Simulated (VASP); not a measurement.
Here is a VASP 6.6.1 calculation.

File INCAR:

```
SYSTEM = Pd
PREC = Accurate ; ENCUT = 520
EDIFF = 1E-6 ; ISMEAR = -1
SIGMA = 0.05 ; LREAL = .False.
LASPH = .True. ; NELM = 150
ALGO = Normal ; ISIF = 2
LWAVE = .False. ; LCHARG = .True.
ISPIN = 2 ; MAGMOM = 0.5 0.5
LORBIT = 11 ; LMAXMIX = 4
GGA = PS ; LELF = .True.
LVHAR = .True. ; NBANDS = 21
```

File KPOINTS:

```
Automatic mesh
0
Gamma
  22 22 11
  0 0 0
```

Contents of POSCAR:

```
Pd
1.0
    2.7170317145      0.0000000000      0.0000000000
   -1.3585158572      2.3530184876      0.0000000000
    0.0000000000      0.0000000000      4.5729788179
Pd
2
Direct
    0.3333333333      0.6666666667      0.2500000000
    0.6666666667      0.3333333333      0.7500000000
```

Potentials or basis: VASP PAW PBE potentials, release 64 (Pd).

The run is started by

```bash
$ cat potpaw_PBE.64/Pd/POTCAR > POTCAR
$ mpirun -np 1 vasp_std > vasp.out
```

Task: Predict the site moments.

Result: Pd +0.07 μB.

Task: What does it give for the net moment?

Result: 0.13 μB per cell.

Task: What does it give for the pressure?

Result: -0.3 GPa.

Stress tensor (GPa, compression positive):
```
 0.05  0.00  0.00
 0.00  0.05  0.00
 0.00  0.00 -0.88
```

Caveat: the PAW data sets were made with another functional, which shifts forces and pressure a little.
